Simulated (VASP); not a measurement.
# SnGeP6 (P4/mmm) in VASP: single point with PBE

Aim: the single point of SnGeP6 with PBE.

All numbers are computed with VASP 6.6.1; they aren't measurements. Logs are shortened: lines on timing, memory, paths and dates and some standing lists are left out, and cuts for length are marked.

## 1. The cell of the first run

It takes space group P4/mmm (No. 123, tetragonal). Conventional cell: a = 5.418 Å, b = 5.418 Å, c = 7.536 Å, α = 90.00°, β = 90.00°, γ = 90.00°. Within 3.9 Å of Sn (site symmetry 4/mmm) lie 8 P at 2.91 Å and 4 Ge at 3.83 Å. Ge (site symmetry 4/mmm) has 10 P at 2.78 to 2.91 Å and 4 Sn at 3.83 Å within 3.9 Å. P (site symmetry 2mm) has 1 P at 2.13 Å and 2 Sn at 2.91 Å and 2 Ge at 2.91 Å within 3.0 Å. P (site symmetry 4mm) has 1 P at 1.97 Å within 2.6 Å.

The cell was generated, and may not be a known phase.

## 2. Single point, PBE

INCAR

```
SYSTEM = SnGeP6
PREC = Accurate ; ENCUT = 520
EDIFF = 1E-6 ; ISMEAR = 0
SIGMA = 0.2 ; LREAL = .FALSE.
LASPH = .TRUE. ; NELM = 80
ALGO = Normal ; ISIF = 2
LWAVE = .FALSE. ; LCHARG = .FALSE.
GGA = PE ; NBANDS = 39
```

KPOINTS

```
Automatic mesh
0
G
  4 4 2
  0 0 0
```

POSCAR

```
SnGeP6
1.0
    5.4183086534      0.0000000000      0.0000000000
    0.0000000000      5.4183086534      0.0000000000
    0.0000000000      0.0000000000      7.5356741798
Sn Ge P
1 1 6
Direct
    0.5000000000      0.5000000000      0.5000000000
    0.0000000000      0.0000000000      0.5000000000
    0.0000000000      0.5000000000      0.6410857629
    0.5000000000      0.0000000000      0.6410857629
    0.0000000000      0.5000000000      0.3589142371
    0.5000000000      0.0000000000      0.3589142371
    0.0000000000      0.0000000000      0.1306664666
    0.0000000000      0.0000000000      0.8693335334
```

Potentials or basis: VASP PAW PBE potentials, release 64 (Sn_d, Ge_d, P).

The run is started by

```bash
$ cat potpaw_PBE.64/Sn_d/POTCAR potpaw_PBE.64/Ge_d/POTCAR potpaw_PBE.64/P/POTCAR > POTCAR
$ mpirun -np 1 vasp_std > vasp.out
```

OUTCAR:

```text
SYSTEM = SnGeP6
   PREC = Accurate
   ENCUT = 520
   EDIFF = 1E-6
   ISMEAR = 0
   LREAL = .FALSE.
   LASPH = .TRUE.
   NELM = 80
   ISIF = 2
   GGA = PE

 ion  position               nearest neighbor table
   1  0.500  0.500  0.500-   3 2.91   4 2.91   5 2.91   6 2.91   4 2.91   6 2.91   3 2.91   5 2.91

   2  0.000  0.000  0.500-   7 2.78   8 2.78   5 2.91   6 2.91   3 2.91   4 2.91   3 2.91   5 2.91
                             4 2.91   6 2.91
   3  0.000  0.500  0.641-   5 2.13   2 2.91   1 2.91   2 2.91   1 2.91
   4  0.500  0.000  0.641-   6 2.13   2 2.91   1 2.91   1 2.91   2 2.91
   5  0.000  0.500  0.359-   3 2.13   2 2.91   1 2.91   2 2.91   1 2.91
   6  0.500  0.000  0.359-   4 2.13   2 2.91   1 2.91   1 2.91   2 2.91
   7  0.000  0.000  0.131-   8 1.97   2 2.78
   8  0.000  0.000  0.869-   7 1.97   2 2.78

  LATTYP: Found a simple tetragonal cell.
 ALAT       =     5.4183086534
 C/A-ratio  =     1.3907797916

  Lattice vectors:

 A1 = (   5.4183086534,   0.0000000000,   0.0000000000)
 A2 = (   0.0000000000,   5.4183086534,   0.0000000000)
 A3 = (   0.0000000000,   0.0000000000,   7.5356741798)

Analysis of symmetry for initial positions (statically):
=====================================================================
 Subroutine PRICEL returns:
 Original cell was already a primitive cell.

 Routine SETGRP: Setting up the symmetry group for a
 simple tetragonal supercell.

 Subroutine GETGRP returns: Found 16 space group operations
 (whereof 16 operations were pure point group operations)
 out of a pool of 16 trial point group operations.

The static configuration has the point symmetry D_4h.

Analysis of symmetry for dynamics (positions and initial velocities):
=====================================================================
 Subroutine PRICEL returns:
 Original cell was already a primitive cell.

 Routine SETGRP: Setting up the symmetry group for a
 simple tetragonal supercell.

 Subroutine GETGRP returns: Found 16 space group operations
 (whereof 16 operations were pure point group operations)
 out of a pool of 16 trial point group operations.

The dynamic configuration has the point symmetry D_4h.

 Subroutine INISYM returns: Found 16 space group operations
 (whereof 16 operations are pure point group operations),
 and found     1 'primitive' translations

----------------------------------------------------------------------------------------

                                     Primitive cell

  volume of cell :     221.2328

  direct lattice vectors                    reciprocal lattice vectors
     5.418308653  0.000000000  0.000000000     0.184559438  0.000000000  0.000000000
     0.000000000  5.418308653  0.000000000     0.000000000  0.184559438  0.000000000
     0.000000000  0.000000000  7.535674180     0.000000000  0.000000000  0.132702128

  length of vectors
     5.418308653  5.418308653  7.535674180     0.184559438  0.184559438  0.132702128

  position of ions in fractional coordinates (direct lattice)
     0.500000000  0.500000000  0.500000000
     0.000000000  0.000000000  0.500000000
     0.000000000  0.500000000  0.641085763
     0.500000000  0.000000000  0.641085763
     0.000000000  0.500000000  0.358914237
     0.500000000  0.000000000  0.358914237
     0.000000000  0.000000000  0.130666467
     0.000000000  0.000000000  0.869333533

  ion indices of the primitive-cell ions
   primitive index   ion index
                 1           1
                 2           2
                 3           3
                 4           4
                 5           5
                 6           6
                 7           7
                 8           8

----------------------------------------------------------------------------------------

 KPOINTS: Automatic mesh

Automatic generation of k-mesh.
 Grid dimensions read from file:
 generate k-points for:    4    4    2

 Generating k-lattice:

  Cartesian coordinates                     Fractional coordinates (reciprocal lattice)
     0.046139860  0.000000000  0.000000000     0.250000000  0.000000000  0.000000000
     0.000000000  0.046139860  0.000000000     0.000000000  0.250000000  0.000000000
     0.000000000  0.000000000  0.066351064     0.000000000  0.000000000  0.500000000

  Length of vectors
     0.046139860  0.046139860  0.066351064

  Shift w.r.t. Gamma in fractional coordinates (k-lattice)
     0.000000000  0.000000000  0.000000000

 Subroutine IBZKPT returns following result:
 ===========================================

 Found     12 irreducible k-points:

 Following reciprocal coordinates:
            Coordinates               Weight
  0.000000  0.000000  0.000000      1.000000
  0.250000  0.000000  0.000000      4.000000
  0.500000  0.000000  0.000000      2.000000
  0.250000  0.250000  0.000000      4.000000
  0.500000  0.250000  0.000000      4.000000
  0.500000  0.500000  0.000000      1.000000
  0.000000  0.000000  0.500000      1.000000
  0.250000  0.000000  0.500000      4.000000
  0.500000  0.000000  0.500000      2.000000
  0.250000  0.250000  0.500000      4.000000
  0.500000  0.250000  0.500000      4.000000
  0.500000  0.500000  0.500000      1.000000
   k-points           NKPTS =     12   k-points in BZ     NKDIM =     12   number of bands    NBANDS=     39
   number of dos      NEDOS =    301   number of ions     NIONS =      8
   total plane-waves  NPLWV =  89600
   dimension x,y,z NGX =    40 NGY =   40 NGZ =   56
   dimension x,y,z NGXF=    80 NGYF=   80 NGZF=  112
   ions per type =               1   1   6
   NGX,Y,Z   is equivalent  to a cutoff of  12.27, 12.27, 12.35 a.u.
   NGXF,Y,Z  is equivalent  to a cutoff of  24.55, 24.55, 24.71 a.u.
 SYSTEM =  SnGeP6
   PREC   = accura    normal or accurate (medium, high low for compatibility)
   ISTART =      0    job   : 0-new  1-cont  2-samecut
   ICHARG =      2    charge: 1-file 2-atom 10-const
   ISPIN  =      1    spin polarized calculation?
   LNONCOLLINEAR =      F non collinear calculations
   LSORBIT =      F    spin-orbit coupling
   LASPH  =      T    aspherical Exc in radial PAW
   ENCUT  =  520.0 eV  38.22 Ry    6.18 a.u.  10.07 10.07 14.01*2*pi/ulx,y,z
   NELM   =     80;   NELMIN=  2; NELMDL= -5     # of ELM steps
   EDIFF  = 0.1E-05   stopping-criterion for ELM
   LREAL  =      F    real-space projection
   EDIFFG = 0.1E-04   stopping-criterion for IOM
   NSW    =      0    number of steps for IOM
   IBRION =     -1    ionic relax: 0-MD 1-quasi-New 2-CG
   NFREE  =      0    steps in history (QN), initial steepest desc. (CG)
   ISIF   =      2    stress and relaxation
   ISYM   =      2    0-nonsym 1-usesym 2-fastsym
   POTIM  = 0.5000    time-step for ionic-motion
   TEBEG  =    0.0;   TEEND  =   0.0 temperature during run
   PSTRESS=    0.0 pullay stress
   NELECT =      58.0000    total number of electrons
   NUPDOWN=      -1.0000    fix difference up-down
   EMIN   =  10.00;   EMAX   =-10.00  energy-range for DOS
   EFERMI =   0.00;   METHOD = LEGACY
   ISMEAR =     0;   SIGMA  =   0.20  broadening in eV -4-tet -1-fermi 0-gaus
   EFERMI_NEDOS =   21; number of points for ismear=-14 and -15
   IALGO  =     38    algorithm
   IMIX   =      4    mixing-type and parameters
     AMIX     =   0.40;   BMIX     =  1.00
     AMIX_MAG =   1.60;   BMIX_MAG =  1.00
  volume/ion in A,a.u.               =      27.65       186.62
  Fermi-wavevector in a.u.,A,eV,Ry     =   1.047774  1.980006 14.936890  1.097830
  Thomas-Fermi vector in A             =   2.182668
   LORBIT       =      0    0 simple, 1 ext, 2 COOP (PROOUT), +10 PAW based schemes
   GGA     = PE    functional components
   LHFCALC =     F    Hartree Fock is set to
   AEXX    =    0.0000 exact exchange contribution
   IVDW    =     0    specifies the selected vdW correction
   LEPSILON=     F    determine dielectric tensor
   LRPA    =     F    only Hartree local field effects (RPA)
 non-spin polarized calculation
 Gauss-broadening in eV      SIGMA  =   0.20
  energy-cutoff  :      520.00
  volume of cell :      221.23
 maximum number of plane-waves:      5976
   NGX = 21   NGY = 21   NGZ = 29

 number of electron      57.9999964 magnetization

 Free energy of the ion-electron system (eV)
  ---------------------------------------------------
  ext. energy  EPLUGINS =         0.00000000
  ---------------------------------------------------
  free energy    TOTEN  =       -36.29869330 eV

  energy without entropy =      -36.24282131  energy(sigma->0) =      -36.27075730

 E-fermi :   3.2228     XC(G=0):  -8.2816

 val. band max:        3.2189503277   @ k =   0.5000   0.2500   0.0000
 cond. band min:       3.5311746071   @ k =   0.5000   0.5000   0.5000
 fundamental gap:      0.3122242794
 Fermi energy:         3.2227687944

 k-point     1 :       0.0000    0.0000    0.0000
  band No.  band energies     occupation
      1     -21.5570      2.00000
      2     -21.5527      2.00000
      3     -21.5494      2.00000
      4     -21.5494      2.00000
      5     -21.5453      2.00000
      6     -18.0526      2.00000
[... 31 lines left out ...]
     38       7.9313      0.00000
     39       8.0896      0.00000

 k-point     2 :       0.2500    0.0000    0.0000
  band No.  band energies     occupation
      1     -21.5569      2.00000
      2     -21.5524      2.00000
      3     -21.5494      2.00000
      4     -21.5494      2.00000
      5     -21.5453      2.00000
      6     -18.0498      2.00000
[... 409 lines left out ...]
     38       7.3556      0.00000
     39       7.3789      0.00000

 k-point    12 :       0.5000    0.5000    0.5000
  band No.  band energies     occupation
      1     -21.5567      2.00000
      2     -21.5514      2.00000
      3     -21.5495      2.00000
      4     -21.5495      2.00000
      5     -21.5454      2.00000
      6     -18.0410      2.00000
[... 31 lines left out ...]
     38       7.3481      0.00000
     39       7.4488      0.00000

------------------------ aborting loop because EDIFF is reached ----------------------------------------

  FORCE on cell =-STRESS in cart. coord.  units (eV):
  Direction    XX          YY          ZZ          XY          YZ          ZX
  --------------------------------------------------------------------------------------
  -------------------------------------------------------------------------------------
  Total        0.1884458      0.1884458     -0.0365283      0.0000000      0.0000000      0.0000000
  in kB        1.3647323      1.3647323     -0.2645394      0.0000000      0.0000000      0.0000000
  external PRESSURE =       0.8216417 kB  Pullay stress =       0.0000000 kB

 VOLUME and BASIS-vectors are now :
 -----------------------------------------------------------------------------
  energy-cutoff  :      520.00
  volume of cell :      221.23
      direct lattice vectors                 reciprocal lattice vectors
     5.418308653  0.000000000  0.000000000     0.184559438  0.000000000  0.000000000
     0.000000000  5.418308653  0.000000000     0.000000000  0.184559438  0.000000000
     0.000000000  0.000000000  7.535674180     0.000000000  0.000000000  0.132702128

 POSITION                                       TOTAL-FORCE (eV/Angst)
 -----------------------------------------------------------------------------------
      2.70915      2.70915      3.76784         0.000000      0.000000     -0.000000
      0.00000      0.00000      3.76784         0.000000      0.000000     -0.000000
      0.00000      2.70915      4.83101        -0.000000      0.000000     -0.066666
      2.70915      0.00000      4.83101         0.000000     -0.000000     -0.066666
      0.00000      2.70915      2.70466        -0.000000      0.000000      0.066666
      2.70915      0.00000      2.70466        -0.000000     -0.000000      0.066666
      0.00000      0.00000      0.98466         0.000000     -0.000000     -0.005915
      0.00000      0.00000      6.55101         0.000000     -0.000000      0.005915
 -----------------------------------------------------------------------------------
    total drift:                               -0.000000      0.000000     -0.000000

  FREE ENERGIE OF THE ION-ELECTRON SYSTEM (eV)
  ---------------------------------------------------
  free  energy   TOTEN  =       -36.2986933025 eV

  energy  without entropy=      -36.2428213057  energy(sigma->0) =      -36.27075730
```

Wall time 92 s (1 thread of AMD EPYC 9755, shared host); peak memory 0.3 GiB.

Results:

```yaml
Free_energy: -36.2987 eV
Pressure: 0.1 GPa
Largest_force: 0.067 eV/Å
Band_gap_on_the_k_mesh: zero (bands 29 and 30 overlap by 1.50 eV)
```

Forces on the atoms (eV/Å):
```
Sn   0.000  0.000  0.000
Ge   0.000  0.000  0.000
P    0.000  0.000 -0.067
P    0.000  0.000 -0.067
P    0.000  0.000  0.067
P    0.000  0.000  0.067
P    0.000  0.000 -0.006
P    0.000  0.000  0.006
```

Levels at points of the mesh, in eV from the Fermi level:
| k point | band 27 | band 28 | band 29 | band 30 | band 31 | band 32 |
| --- | --- | --- | --- | --- | --- | --- |
| (0.00, 0.00, 0.00) | -1.81 | -1.81 | -0.92 | 0.32 | 0.69 | 0.69 |
| (0.50, 0.00, 0.00) | -1.15 | -1.10 | -0.72 | -0.34 | -0.10 | 1.03 |
| (0.50, 0.50, 0.00) | -1.04 | -0.25 | 0.64 | 0.64 | 1.13 | 1.13 |
| (0.00, 0.00, 0.50) | -2.39 | -0.17 | -0.17 | 1.09 | 1.09 | 1.20 |
| (0.50, 0.00, 0.50) | -1.27 | -0.65 | -0.14 | 0.61 | 0.94 | 1.18 |
| (0.50, 0.50, 0.50) | -0.24 | 0.31 | 0.31 | 0.94 | 1.25 | 1.30 |

Caveat: the k points lie up to 0.42 Å⁻¹ apart, too coarse for converged energies and pressures of a metal; spin-orbit coupling is left out, which moves the levels of the heavy elements.

The gap in the log of VASP goes by the Fermi energy; the results here count the filled bands.